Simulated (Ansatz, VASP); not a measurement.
## One calculation of AlN, two programs

File INCAR:

```
PREC = Accurate
ENCUT = 520
EDIFF = 1E-6
ISMEAR = 0
SIGMA = 0.05
LREAL = F
LASPH = T
NELM = 60
ALGO = Normal
ISIF = 2
LWAVE = F
LCHARG = F
GGA = PE
NBANDS = 11
```

File KPOINTS:

```
Automatic mesh
0
Gamma
  10 10 10
```

POSCAR

```
AlN
1.0
    0.0000000000      2.2380199219      2.2380199219
    2.2380199219      0.0000000000      2.2380199219
    2.2380199219      2.2380199219      0.0000000000
Al N
1 1
Direct
   -0.0068627833      0.0068627833      0.0068627833
    0.7632197081      0.7367802919      0.7367802919
```

Input for Ansatz:

```yaml
crystal:
  lattice:
    - [0.0, 2.2380199219, 2.2380199219]
    - [2.2380199219, 0.0, 2.2380199219]
    - [2.2380199219, 2.2380199219, 0.0]
  atoms:
    - { symbol: Al, position: [-0.0068627833, 0.0068627833, 0.0068627833] }
    - { symbol: "N", position: [0.7632197081, 0.7367802919, 0.7367802919] }
basis:
  ecutwfc: 520.0
kpoints:
  mp_grid: { grid: [10, 10, 10] }
hamiltonian:
  xc: pbe
  pseudopotentials: { kind: paw, azcp: { folder: soft_1 } }
scf:
  occupations: { method: gaussian, width: 0.05 }
output:
  forces: true
  stress: true
  eigenvalues: true
  write_density: true
  write_potential: true
  elf: true
  volumetric_format: npy
```

Change from the starting cell: mode 4 frozen in at -0.058 Å, equal normal strain along x, y and z +0.0167.

Alike in both runs: task single point; functional PBE; k mesh 10 × 10 × 10; occupations gaussian, width 0.05 eV; no spin polarisation.

|  | VASP | Ansatz |
| --- | --- | --- |
| version | VASP 6.6.1 | Ansatz 0.2.0 |
| potentials or method | VASP PAW PBE potentials, release 64 (Al, N), cutoff 520 eV | scalar-relativistic, plane waves, PAW |
| valence electrons in the cell | 8 | 8 |

```tsv
	VASP	Ansatz	Ansatz less VASP
gap on the k mesh at the Fermi level (eV)	3.05	3.05	+0.006
least direct gap on the mesh (eV)	3.33	3.32	-0.004
pressure (GPa)	-8.1	-7.9	+0.20
traceless stress, the component that is largest in VASP (GPa)	-3.66	-3.65	+0.009
rms of the force components (eV/Å)	0.610	0.608	-0.0011
```

Atom by atom the forces differ by 0.001 eV/Å (rms over components).
